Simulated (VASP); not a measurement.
# LiNbO3 (R3c) in VASP: further runs, part 2 of 3

VASP 6.6.1. Earlier steps stand in the parts before.

**3. Single point, PBE (mode 1 (-212.2 1/cm) frozen in, largest displacement +0.098 Å)**

Contents of INCAR:

```
SYSTEM = LiNbO3
PREC = Accurate
ENCUT = 520
EDIFF = 1E-6
ISMEAR = 0
SIGMA = 0.05
LREAL = .False.
LASPH = .True.
NELM = 60
ALGO = Normal
ISIF = 2
LWAVE = .False.
LCHARG = .False.
GGA = PE
NBANDS = 45
```

Contents of KPOINTS:

```
Automatic mesh
0
Gamma
  6 6 6
  0 0 0
```

Contents of POSCAR:

```
LiNbO3
1.0
    2.6115578418      1.5077836230      4.5982666595
   -2.6115578418      1.5077836230      4.5982666595
    0.0000000000     -3.0155672459      4.5982666595
Li Nb O
2 2 6
Direct
    0.2429321193      0.2429321193      0.2429321193
    0.7429321193      0.7429321193      0.7429321193
   -0.0020224803     -0.0020224803     -0.0020224803
    0.4979775197      0.4979775197      0.4979775197
    0.1352748413      0.3745236049      0.7550120043
    0.7550120043      0.1352748413      0.3745236049
    0.3745236049      0.7550120043      0.1352748413
    0.8745236049      0.6352748413      0.2550120043
    0.2550120043      0.8745236049      0.6352748413
    0.6352748413      0.2550120043      0.8745236049
```

Potentials or basis: VASP PAW PBE potentials, release 64 (Li_sv, Nb_sv, O).

Command:

```console
$ cat potpaw_PBE.64/Li_sv/POTCAR potpaw_PBE.64/Nb_sv/POTCAR potpaw_PBE.64/O/POTCAR > POTCAR
$ mpirun -np 1 vasp_std > vasp.out
```

OUTCAR:

```text
SYSTEM = LiNbO3
   PREC = Accurate
   ENCUT = 520
   EDIFF = 1E-6
   ISMEAR = 0
   LREAL = .False.
   LASPH = .True.
   NELM = 60
   ISIF = 2
   GGA = PE

 ion  position               nearest neighbor table
   1  0.243  0.243  0.243-   9 1.99   8 1.99  10 1.99
   2  0.743  0.743  0.743-   7 1.99   5 1.99   6 1.99
   3  0.998  0.998  0.998-   9 1.94  10 1.94   8 1.94   6 2.05   7 2.05   5 2.05
   4  0.498  0.498  0.498-   7 1.94   6 1.94   5 1.94  10 2.05   9 2.05   8 2.05
   5  0.135  0.375  0.755-   4 1.94   2 1.99   3 2.05
   6  0.755  0.135  0.375-   4 1.94   2 1.99   3 2.05
   7  0.375  0.755  0.135-   4 1.94   2 1.99   3 2.05
   8  0.875  0.635  0.255-   3 1.94   1 1.99   4 2.05
   9  0.255  0.875  0.635-   3 1.94   1 1.99   4 2.05
  10  0.635  0.255  0.875-   3 1.94   1 1.99   4 2.05

  LATTYP: Found a trigonal (rhomboedric) cell.
 ALAT       =     5.4988818942
 COS(alpha) =     0.5488920195

  Lattice vectors:

 A1 = (   2.6115578418,   1.5077836230,   4.5982666595)
[... 204 lines left out ...]
  band No.  band energies     occupation
      1     -50.9446      2.00000
      2     -50.9306      2.00000
      3     -39.4039      2.00000
      4     -39.4022      2.00000
      5     -27.1670      2.00000
      6     -27.1670      2.00000
[... 1141 lines left out ...]
     44      13.2485      0.00000
     45      13.5918      0.00000

 [... further k-points ...]

------------------------ aborting loop because EDIFF is reached ----------------------------------------

  FORCE on cell =-STRESS in cart. coord.  units (eV):
  Direction    XX          YY          ZZ          XY          YZ          ZX
  --------------------------------------------------------------------------------------
  -------------------------------------------------------------------------------------
  Total        0.1219561      0.1219561      0.3283856     -0.0000000      0.0000000      0.0000000
  in kB        1.7985814      1.7985814      4.8429570     -0.0000000      0.0000000      0.0000000
  external PRESSURE =       2.8133733 kB  Pullay stress =       0.0000000 kB

 VOLUME and BASIS-vectors are now :
 -----------------------------------------------------------------------------
  energy-cutoff  :      520.00
  volume of cell :      108.64
      direct lattice vectors                 reciprocal lattice vectors
     2.611557842  1.507783623  4.598266660     0.191456606  0.110537523  0.072491084
    -2.611557842  1.507783623  4.598266660    -0.191456606  0.110537523  0.072491084
     0.000000000 -3.015567246  4.598266660     0.000000000 -0.221075046  0.072491084

 POSITION                                       TOTAL-FORCE (eV/Angst)
 -----------------------------------------------------------------------------------
      0.00000      0.00000      3.35120         0.000000     -0.000000     -0.108921
      0.00000      0.00000     10.24860         0.000000     -0.000000     -0.108921
      0.00000      0.00000     13.76690         0.000000     -0.000000     -0.305109
      0.00000      0.00000      6.86950         0.000000     -0.000000     -0.305109
     -0.62481     -1.50812      5.81594        -0.019570     -0.035649      0.138010
      1.61848      0.21296      5.81594         0.040658      0.000876      0.138010
     -0.99367      1.29516      5.81594        -0.021088      0.034773      0.138010
      0.62481      1.50744      8.11507         0.019570     -0.035649      0.138010
     -1.61789     -0.21262      8.11507         0.021088      0.034773      0.138010
      0.99308     -1.29482      8.11507        -0.040658      0.000876      0.138010
 -----------------------------------------------------------------------------------
    total drift:                                0.000000      0.000001     -0.001085

  FREE ENERGIE OF THE ION-ELECTRON SYSTEM (eV)
  ---------------------------------------------------
  free  energy   TOTEN  =       -79.8000855664 eV

  energy  without entropy=      -79.8000855664  energy(sigma->0) =      -79.80008557
```

stdout:

```text
POSCAR found type information on POSCAR LiNbO
 POSCAR found :  3 types and      10 ions
 scaLAPACK will be used
 LDA part: xc-table for (Slater+PW92), standard interpolation
 POSCAR, INCAR and KPOINTS ok, starting setup
 FFT: planning ... GRIDC
 FFT: planning ... GRID_SOFT
 FFT: planning ... GRID
 WAVECAR not read
 entering main loop
```

Wall time 5.2 min (1 thread of AMD EPYC 7R13 (Zen 3), shared host); peak memory 0.28 GiB.

What came out:

- Free energy: -79.8001 eV
- Largest force: 0.305 eV/Å
- Band gap on the k mesh: 2.71 eV, indirect (least direct gap 2.84 eV)

Forces in eV/Å, atoms in the order of the input:
```
Li   0.000  0.000 -0.109
Li   0.000  0.000 -0.109
Nb   0.000  0.000 -0.305
Nb   0.000  0.000 -0.305
O   -0.020 -0.036  0.138
O    0.041  0.001  0.138
O   -0.021  0.035  0.138
O    0.020 -0.036  0.138
O    0.021  0.035  0.138
O   -0.041  0.001  0.138
```

Levels at points of the mesh, in eV from the valence-band top:
| k point | band 31 | band 32 | band 33 | band 34 | band 35 | band 36 | band 37 | band 38 |
| --- | --- | --- | --- | --- | --- | --- | --- | --- |
| (0.00, 0.00, 0.00) | -0.32 | -0.16 | -0.12 | -0.12 | 2.72 | 2.72 | 2.94 | 4.72 |
| (0.50, 0.00, 0.00) | -0.29 | -0.29 | -0.21 | -0.21 | 4.01 | 4.01 | 4.30 | 4.30 |
| (0.50, 0.50, 0.00) | -0.93 | -0.46 | -0.41 | -0.24 | 2.71 | 3.69 | 4.04 | 4.38 |
| (0.50, 0.50, 0.50) | -0.30 | -0.30 | -0.30 | -0.30 | 4.22 | 4.22 | 4.48 | 4.48 |

Caveat: the cell differs from its parent crystal (mode 1 (-212.2 1/cm) frozen in, largest displacement +0.098 Å); the cutoff is under 1.25 times the usual one of these potentials, so pressure, stress and relaxed cells hold a basis-set (Pulay) error. A k mesh can miss the band edges.

**4. Single point, PBE (mode 1 (-212.2 1/cm) frozen in, largest displacement -0.260 Å)**

Contents of INCAR:

```
SYSTEM = LiNbO3
PREC     = Accurate       ! precision mode
ENCUT    = 520            ! plane-wave cutoff, eV
EDIFF    = 1E-7           ! SCF threshold, eV
ISMEAR   = 0              ! smearing method
SIGMA    = 0.05           ! smearing width, eV
LREAL    = .False.        ! projectors in reciprocal space
LASPH    = .True.         ! aspherical terms in the spheres
NELM     = 80             ! most SCF steps
ALGO     = Normal         ! electronic algorithm
ISIF     = 2              ! what is computed and relaxed
LWAVE    = .False.        ! write WAVECAR
LCHARG   = .False.        ! write CHGCAR
GGA      = PE             ! functional
NBANDS   = 45             ! bands
```

KPOINTS is that of step 3.

Contents of POSCAR:

```
LiNbO3
1.0
    2.6115578418      1.5077836230      4.5982666595
   -2.6115578418      1.5077836230      4.5982666595
    0.0000000000     -3.0155672459      4.5982666595
Li Nb O
2 2 6
Direct
    0.2688476818      0.2688476818      0.2688476818
    0.7688476818      0.7688476818      0.7688476818
    0.0053932809      0.0053932809      0.0053932809
    0.5053932809      0.5053932809      0.5053932809
    0.1173110231      0.3565597867      0.7366346552
    0.7366346552      0.1173110231      0.3565597867
    0.3565597867      0.7366346552      0.1173110231
    0.8565597867      0.6173110231      0.2366346552
    0.2366346552      0.8565597867      0.6173110231
    0.6173110231      0.2366346552      0.8565597867
```

Potentials or basis: VASP PAW PBE potentials, release 64 (Li_sv, Nb_sv, O).

Command:

```console
$ cat potpaw_PBE.64/Li_sv/POTCAR potpaw_PBE.64/Nb_sv/POTCAR potpaw_PBE.64/O/POTCAR > POTCAR
$ mpirun -np 1 vasp_std > vasp.out
```

OUTCAR:

```text
SYSTEM = LiNbO3
   PREC = Accurate
   ENCUT = 520
   EDIFF = 1E-7
   ISMEAR = 0
   LREAL = .False.
   LASPH = .True.
   NELM = 80
   ISIF = 2
   GGA = PE

 ion  position               nearest neighbor table
   1  0.269  0.269  0.269-  10 2.04   8 2.04   9 2.04
   2  0.769  0.769  0.769-   6 2.04   5 2.04   7 2.04
   3  0.005  0.005  0.005-   6 1.86   7 1.86   5 1.86   9 2.15  10 2.15   8 2.15
   4  0.505  0.505  0.505-  10 1.86   9 1.86   8 1.86   7 2.15   6 2.15   5 2.15
   5  0.117  0.357  0.737-   3 1.86   2 2.04   4 2.15
   6  0.737  0.117  0.357-   3 1.86   2 2.04   4 2.15
   7  0.357  0.737  0.117-   3 1.86   2 2.04   4 2.15
   8  0.857  0.617  0.237-   4 1.86   1 2.04   3 2.15
   9  0.237  0.857  0.617-   4 1.86   1 2.04   3 2.15
  10  0.617  0.237  0.857-   4 1.86   1 2.04   3 2.15

  LATTYP: Found a trigonal (rhomboedric) cell.
 ALAT       =     5.4988818942
 COS(alpha) =     0.5488920195

  Lattice vectors:

 A1 = (   2.6115578418,   1.5077836230,   4.5982666595)
[... 204 lines left out ...]
  band No.  band energies     occupation
      1     -50.7043      2.00000
      2     -50.6901      2.00000
      3     -39.4617      2.00000
      4     -39.4599      2.00000
      5     -27.0346      2.00000
      6     -27.0346      2.00000
[... 1141 lines left out ...]
     44      13.0204      0.00000
     45      13.6296      0.00000

 [... further k-points ...]

------------------------ aborting loop because EDIFF is reached ----------------------------------------

  FORCE on cell =-STRESS in cart. coord.  units (eV):
  Direction    XX          YY          ZZ          XY          YZ          ZX
  --------------------------------------------------------------------------------------
  -------------------------------------------------------------------------------------
  Total        2.7604114      2.7604114      3.2205056      0.0000000      0.0000000      0.0000000
  in kB       40.7099266     40.7099266     47.4952922      0.0000000      0.0000000      0.0000000
  external PRESSURE =      42.9717151 kB  Pullay stress =       0.0000000 kB

 VOLUME and BASIS-vectors are now :
 -----------------------------------------------------------------------------
  energy-cutoff  :      520.00
  volume of cell :      108.64
      direct lattice vectors                 reciprocal lattice vectors
     2.611557842  1.507783623  4.598266660     0.191456606  0.110537523  0.072491084
    -2.611557842  1.507783623  4.598266660    -0.191456606  0.110537523  0.072491084
     0.000000000 -3.015567246  4.598266660     0.000000000 -0.221075046  0.072491084

 POSITION                                       TOTAL-FORCE (eV/Angst)
 -----------------------------------------------------------------------------------
      0.00000      0.00000      3.70870        -0.000000      0.000000      0.189785
      0.00000      0.00000     10.60610        -0.000000      0.000000      0.189785
      0.00000      0.00000      0.07440        -0.000000     -0.000000     -0.600693
      0.00000      0.00000      6.97180        -0.000000     -0.000000     -0.600693
     -0.62481     -1.50688      5.56623        -0.280648      0.587996      0.136969
      1.61740      0.21234      5.56623        -0.368896     -0.537046      0.136969
     -0.99259      1.29454      5.56623         0.649544     -0.050950      0.136969
      0.62481      1.50869      7.86536         0.280648      0.587996      0.136969
     -1.61897     -0.21324      7.86536        -0.649544     -0.050950      0.136969
      0.99416     -1.29545      7.86536         0.368896     -0.537046      0.136969
 -----------------------------------------------------------------------------------
    total drift:                                0.000000     -0.000001      0.000958

  FREE ENERGIE OF THE ION-ELECTRON SYSTEM (eV)
  ---------------------------------------------------
  free  energy   TOTEN  =       -79.9000266924 eV

  energy  without entropy=      -79.9000266924  energy(sigma->0) =      -79.90002669
```

OSZICAR:

```text
N       E                     dE             d eps       ncg     rms          rms(c)
DAV:   1     0.729837842048E+03    0.72984E+03   -0.36818E+04  2880   0.159E+03
DAV:   2    -0.307434433971E+02   -0.76058E+03   -0.73342E+03  3693   0.542E+02
DAV:   3    -0.917047855767E+02   -0.60961E+02   -0.60369E+02  4192   0.143E+02
DAV:   4    -0.972560242549E+02   -0.55512E+01   -0.55349E+01  5104   0.400E+01
DAV:   5    -0.975225448462E+02   -0.26652E+00   -0.26640E+00  4408   0.630E+00    0.277E+01
DAV:   6    -0.799229459269E+02    0.17600E+02   -0.79105E+01  4304   0.536E+01    0.934E+00
DAV:   7    -0.798734145711E+02    0.49531E-01   -0.78139E+00  4555   0.158E+01    0.557E+00
DAV:   8    -0.798925610699E+02   -0.19146E-01   -0.85488E-01  4672   0.620E+00    0.166E+00
DAV:   9    -0.798942348684E+02   -0.16738E-02   -0.10673E-01  4055   0.239E+00    0.880E-01
DAV:  10    -0.798999408645E+02   -0.57060E-02   -0.30597E-02  3742   0.118E+00    0.128E-01
DAV:  11    -0.798999244692E+02    0.16395E-04   -0.26955E-03  4457   0.298E-01    0.555E-02
DAV:  12    -0.799000188834E+02   -0.94414E-04   -0.24290E-04  4288   0.107E-01    0.162E-02
DAV:  13    -0.799000283970E+02   -0.95136E-05   -0.44954E-05  4411   0.470E-02    0.159E-02
DAV:  14    -0.799000269799E+02    0.14170E-05   -0.11907E-05  4192   0.248E-02    0.318E-03
DAV:  15    -0.799000265933E+02    0.38660E-06   -0.10663E-06  4299   0.903E-03    0.122E-03
DAV:  16    -0.799000266924E+02   -0.99031E-07   -0.13469E-07  2088   0.299E-03
   1 F= -.79900027E+02 E0= -.79900027E+02  d E =-.653528E-12
```

It took 3.1 min on 1 thread of Intel Xeon Platinum 8488C (Sapphire Rapids), shared host; peak memory 0.32 GiB.

What came out:

- Free energy: -79.9000 eV
- Largest force: 0.666 eV/Å
- Band gap on the k mesh: 3.60 eV, indirect (least direct gap 3.61 eV)

Forces in eV/Å, atoms in the order of the input:
```
Li   0.000  0.000  0.190
Li   0.000  0.000  0.190
Nb   0.000  0.000 -0.601
Nb   0.000  0.000 -0.601
O   -0.281  0.588  0.137
O   -0.369 -0.537  0.137
O    0.650 -0.051  0.137
O    0.281  0.588  0.137
O   -0.650 -0.051  0.137
O    0.369 -0.537  0.137
```

Caveat: the cell differs from its parent crystal (mode 1 (-212.2 1/cm) frozen in, largest displacement -0.260 Å); the cutoff is under 1.25 times the usual one of these potentials, so pressure, stress and relaxed cells hold a basis-set (Pulay) error. A k mesh can miss the band edges.

**5. Single point, PBE (mode 1 (-212.2 1/cm) frozen in, largest displacement +0.195 Å)**

Contents of INCAR:

```
ALGO = Normal
EDIFF = 1E-6
ENCUT = 520
GGA = PE
ISIF = 2
ISMEAR = 0
LASPH = True
LCHARG = True
LELF = True
LREAL = False
LVHAR = True
LWAVE = False
NBANDS = 45
NELM = 100
PREC = Accurate
SIGMA = 0.05
```

Contents of KPOINTS:

```
k-points
0
Gamma
  6 6 6
```

Contents of POSCAR:

```
LiNbO3
1.0
    2.6115578418      1.5077836230      4.5982666595
   -2.6115578418      1.5077836230      4.5982666595
    0.0000000000     -3.0155672459      4.5982666595
Li Nb O
2 2 6
Direct
    0.2358642387      0.2358642387      0.2358642387
    0.7358642387      0.7358642387      0.7358642387
   -0.0040449607     -0.0040449607     -0.0040449607
    0.4959550393      0.4959550393      0.4959550393
    0.1401740645      0.3794228281      0.7600240086
    0.7600240086      0.1401740645      0.3794228281
    0.3794228281      0.7600240086      0.1401740645
    0.8794228281      0.6401740645      0.2600240086
    0.2600240086      0.8794228281      0.6401740645
    0.6401740645      0.2600240086      0.8794228281
```

Command:

```console
$ cat potpaw_PBE.64/Li_sv/POTCAR potpaw_PBE.64/Nb_sv/POTCAR potpaw_PBE.64/O/POTCAR > POTCAR
$ mpirun -np 1 vasp_std > vasp.out
```

Run time: 2.6 min. Hardware: 1 thread of Intel Xeon Platinum 8488C (Sapphire Rapids), shared host; peak memory 0.32 GiB.

The run converged. Its results:

```
Free energy            : -79.8922 eV
Largest force          : 0.312 eV/Å
Band gap on the k mesh : 3.20 eV, indirect (least direct gap 3.23 eV)
```

Forces in eV/Å, atoms in the order of the input:
```
Li   0.000  0.000 -0.178
Li   0.000  0.000 -0.178
Nb   0.000  0.000 -0.015
Nb   0.000  0.000 -0.015
O   -0.144 -0.269  0.064
O    0.305  0.010  0.064
O   -0.161  0.259  0.064
O    0.144 -0.269  0.064
O    0.161  0.259  0.064
O   -0.305  0.010  0.064
```

Levels at points of the mesh, in eV from the valence-band top:
```tsv
k point	band 32	band 33	band 34	band 35	band 36	band 37
(0.00, 0.00, 0.00)	-0.33	-0.03	-0.03	3.20	3.20	3.52
(0.50, 0.00, 0.00)	-0.31	-0.18	-0.18	4.06	4.06	4.58
(0.50, 0.50, 0.00)	-0.62	-0.53	-0.21	3.25	4.00	4.39
(0.50, 0.50, 0.50)	-0.29	-0.29	-0.29	4.44	4.44	4.73
```

Caveat: the cell differs from its parent crystal (mode 1 (-212.2 1/cm) frozen in, largest displacement +0.195 Å); the cutoff is under 1.25 times the usual one of these potentials, so pressure, stress and relaxed cells hold a basis-set (Pulay) error.

**6. Single point, PBE (mode 1 (-212.2 1/cm) frozen in, largest displacement -0.130 Å)**

Contents of INCAR:

```
PREC     = Accurate       # precision mode
ENCUT    = 520            # plane-wave cutoff, eV
EDIFF    = 1E-6           # SCF threshold, eV
ISMEAR   = 0              # smearing method
SIGMA    = 0.05           # smearing width, eV
LREAL    = F              # projectors in reciprocal space
LASPH    = T              # aspherical terms in the spheres
NELM     = 80             # most SCF steps
ALGO     = Normal         # electronic algorithm
ISIF     = 2              # what is computed and relaxed
LWAVE    = F              # write WAVECAR
LCHARG   = F              # write CHGCAR
GGA      = PE             # functional
NBANDS   = 45             # bands
```

Contents of KPOINTS:

```
Automatic mesh
0
Gamma
  6 6 6
```

Contents of POSCAR:

```
LiNbO3
1.0
    2.6115578418      1.5077836230      4.5982666595
   -2.6115578418      1.5077836230      4.5982666595
    0.0000000000     -3.0155672459      4.5982666595
Li Nb O
2 2 6
Direct
    0.2594238409      0.2594238409      0.2594238409
    0.7594238409      0.7594238409      0.7594238409
    0.0026966405      0.0026966405      0.0026966405
    0.5026966405      0.5026966405      0.5026966405
    0.1238433207      0.3630920843      0.7433173276
    0.7433173276      0.1238433207      0.3630920843
    0.3630920843      0.7433173276      0.1238433207
    0.8630920843      0.6238433207      0.2433173276
    0.2433173276      0.8630920843      0.6238433207
    0.6238433207      0.2433173276      0.8630920843
```

Potentials or basis: VASP PAW PBE potentials, release 64 (Li_sv, Nb_sv, O).

Command:

```console
$ cat potpaw_PBE.64/Li_sv/POTCAR potpaw_PBE.64/Nb_sv/POTCAR potpaw_PBE.64/O/POTCAR > POTCAR
$ mpirun -np 1 vasp_std > vasp.out
```

It took 2.6 min on 1 thread of Intel Xeon Platinum 8488C (Sapphire Rapids), shared host; peak memory 0.32 GiB.

It converged, with:

| Item | Value |
| --- | --- |
| Free energy | -79.8333 eV |
| Largest force | 0.291 eV/Å |
| Band gap on the k mesh | 2.85 eV, indirect (least direct gap 2.94 eV) |

Forces in eV/Å, atoms in the order of the input:
```
Li   0.000  0.000  0.138
Li   0.000  0.000  0.138
Nb   0.000  0.000  0.291
Nb   0.000  0.000  0.291
O   -0.051  0.084 -0.143
O   -0.048 -0.086 -0.143
O    0.098  0.002 -0.143
O    0.051  0.084 -0.143
O   -0.098  0.002 -0.143
O    0.048 -0.086 -0.143
```

Levels at points of the mesh, in eV from the valence-band top:
| k point | band 31 | band 32 | band 33 | band 34 | band 35 | band 36 | band 37 | band 38 |
| --- | --- | --- | --- | --- | --- | --- | --- | --- |
| (0.00, 0.00, 0.00) | -0.36 | -0.22 | -0.09 | -0.09 | 2.85 | 2.85 | 3.10 | 4.81 |
| (0.50, 0.00, 0.00) | -0.30 | -0.30 | -0.20 | -0.20 | 4.02 | 4.02 | 4.39 | 4.39 |
| (0.50, 0.50, 0.00) | -0.89 | -0.48 | -0.48 | -0.23 | 2.86 | 3.78 | 4.13 | 4.44 |
| (0.50, 0.50, 0.50) | -0.29 | -0.29 | -0.29 | -0.29 | 4.28 | 4.28 | 4.55 | 4.55 |

Caveat: the cell differs from its parent crystal (mode 1 (-212.2 1/cm) frozen in, largest displacement -0.130 Å); the cutoff is under 1.25 times the usual one of these potentials, so pressure, stress and relaxed cells hold a basis-set (Pulay) error. A k mesh can miss the band edges.

(Continued in part 3 of 3.)
